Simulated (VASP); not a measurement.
SiAu3: single point with PBE

The system is SiAu3.

```xyz
4
Lattice="0.0000 3.1487 3.1487 3.1487 0.0000 3.1487 3.1487 3.1487 0.0000" Properties=species:S:1:pos:R:3 pbc="T T T"
Si    0.0000    0.0000    0.0000
Au    1.5743    1.5743    1.5743
Au    4.7230    4.7230    4.7230
Au    3.1487    3.1487    3.1487
```

| Item | Value |
| --- | --- |
| Program | VASP 6.6.1 |
| Task | single point |
| Functional | PBE |
| Potentials or basis | VASP PAW PBE potentials, release 64 (Si, Au) |
| Cutoff | 520 eV |
| k mesh | 6 × 6 × 6 |
| Occupations | fermi-dirac, width 0.1 eV |
| Spin | no spin polarisation |
| Dipole correction | no |
| Further INCAR settings | ALGO = Normal; EDIFF = 1e-06; NBANDS = 26 |

```
Pressure               : 20.3 GPa
Band gap on the k mesh : zero (an odd number of electrons rules out a gap without spin polarisation)
```

Levels at points of the mesh, in eV from the Fermi level:
```
           k point  band 14  band 15  band 16  band 17  band 18  band 19  band 20  band 21  band 22  band 23
(0.00, 0.00, 0.00)    -3.79    -3.71    -3.71    -2.03     1.53     1.53     1.53     2.54     3.81     3.81
(0.50, 0.00, 0.00)    -3.97    -3.70    -3.70    -3.19    -0.61     1.61     1.61     2.62     2.62     3.01
(0.50, 0.50, 0.00)    -3.77    -3.52    -3.52    -3.36    -3.36    -3.17     0.52     1.06     6.17     8.15
```

Run time: 31 s on 1 thread of Intel Xeon 8259CL, with other jobs on the host, peak memory 0.21 GiB.

Caveat: the cell stands under pressure; spin-orbit coupling is left out, which moves the levels of the heavy elements.
